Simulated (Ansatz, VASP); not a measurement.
**One calculation of HfZrS4, two programs**

```xyz
6
Lattice="6.4962 0.0000 -0.0002 0.0000 3.6718 0.0000 -0.0002 0.0000 6.3514" Properties=species:S:1:pos:R:3 pbc="T T T"
Zr   -0.0001    1.8359    3.1757
Hf    0.0000    0.0000    0.0000
S     1.4451    1.8359    5.3075
S     1.4480    0.0000    2.1033
S     5.0480    0.0000    4.2479
S     5.0509    1.8359    1.0438
```

Alike in both runs: functional PBE; k mesh 4 × 6 × 4; occupations gaussian, width 0.1 eV; no spin polarisation.

Ansatz relaxed the structure, and its values are those at the end. VASP's run is a single point on that final structure, the one shown.

|  | VASP | Ansatz |
| --- | --- | --- |
| version | VASP 6.6.1 | Ansatz 0.2.0 |
| potentials or method | VASP PAW PBE potentials, release 64 (Zr_sv, Hf_pv, S), cutoff 520 eV | scalar-relativistic, plane waves, PAW |
| valence electrons in the cell | 46 | 62 |

|  | VASP | Ansatz | Ansatz less VASP |
| --- | --- | --- | --- |
| gap on the k mesh at the Fermi level (eV) | 1.13 | 1.12 | -0.006 |
| least direct gap on the mesh (eV) | 1.18 | 1.17 | -0.007 |
| pressure (GPa) | -0.2 | 0.1 | +0.27 |
| rms of the force components (eV/Å) | 0.024 | 0.003 | -0.0213 |

VASP's potentials hold 46 valence electrons a cell and Ansatz's 62, so a difference there can come from the potentials and not from the codes.

Spin-orbit coupling is off throughout.
